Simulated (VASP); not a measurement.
**CaSe: single point with PBE**

CaSe:

```
Ca Se
1.0
     0.00000    2.91242    2.91242
     2.91242    0.00000    2.91242
     2.91242    2.91242    0.00000
Ca Se
1 1
Cartesian
  0.0000 0.0000 0.0000
  2.9124 2.9124 2.9124
```

```
Program                : VASP 6.6.1
Task                   : single point
Functional             : PBE
Potentials or basis    : VASP PAW PBE potentials, release 64 (Ca_sv, Se)
Cutoff                 : 500 eV
k mesh                 : 3 × 3 × 3
Occupations            : gaussian, width 0.01 eV
Spin                   : no spin polarisation
Dipole correction      : no
Further INCAR settings : ALGO = Normal; EDIFF = 1e-06; NBANDS = 15
```

| Item | Value |
| --- | --- |
| Pressure | 4.6 GPa |
| Band gap on the k mesh | 2.20 eV, indirect (least direct gap 3.05 eV) |

Levels at points of the mesh, in eV from the valence-band top:
```tsv
k point	band 5	band 6	band 7	band 8	band 9	band 10	band 11	band 12
(0.00, 0.00, 0.00)	-11.96	0.00	0.00	0.00	3.58	3.63	3.63	3.63
```

It took 6.8 s on 1 thread of Intel Xeon 6975P-C, on a shared host, peak memory 0.16 GiB.

Caveat: the k points lie up to 0.62 Å⁻¹ apart. A k mesh can miss the band edges.
